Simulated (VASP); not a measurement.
Ni2H, 3 atoms in the cell. Symmetry: P-3m1, No. 164, trigonal system. Conventional cell: a = 2.513 Å, b = 2.513 Å, c = 4.162 Å, α = 90.00°, β = 90.00°, γ = 120.00°. Within 2.6 Å of Ni (site symmetry 3m) lie 3 H at 1.81 Å and 12 Ni at 2.48 to 2.60 Å. Within 2.4 Å of H (site symmetry -3m) lie 6 Ni at 1.81 Å. 

- Program: VASP 6.6.1
- Task: single point
- Functional: PBEsol
- Potentials or basis: VASP PAW PBE potentials, release 64 (Ni, H)
- Cutoff: 520 eV
- k mesh: 18 × 18 × 10
- Occupations: gaussian, width 0.2 eV
- Spin: collinear spin, ferromagnetic start
- Starting moments: [0.16, 0.16, 0.0] μB
- Dipole correction: no
- Further INCAR settings: ALGO = Normal; EDIFF = 1e-06; NBANDS = 22

Potentials or basis: VASP PAW PBE potentials, release 64 (Ni, H).

Command:

```sh
$ cat potpaw_PBE.64/Ni/POTCAR potpaw_PBE.64/H/POTCAR > POTCAR
$ mpirun -np 1 vasp_std > vasp.out
```

Hardware: 1 thread of Intel(R) Xeon(R) Platinum 8259CL CPU @ 2.50GHz (Skylake/Cascade Lake), on a shared host.

Task: How long does it take, and how much memory?

Result: It took 3.7 min on 1 thread of Intel(R) Xeon(R) Platinum 8259CL CPU @ 2.50GHz (Skylake/Cascade Lake), on a shared host, peak memory 0.33 GiB. Counts: scf iterations 12, k points 330.
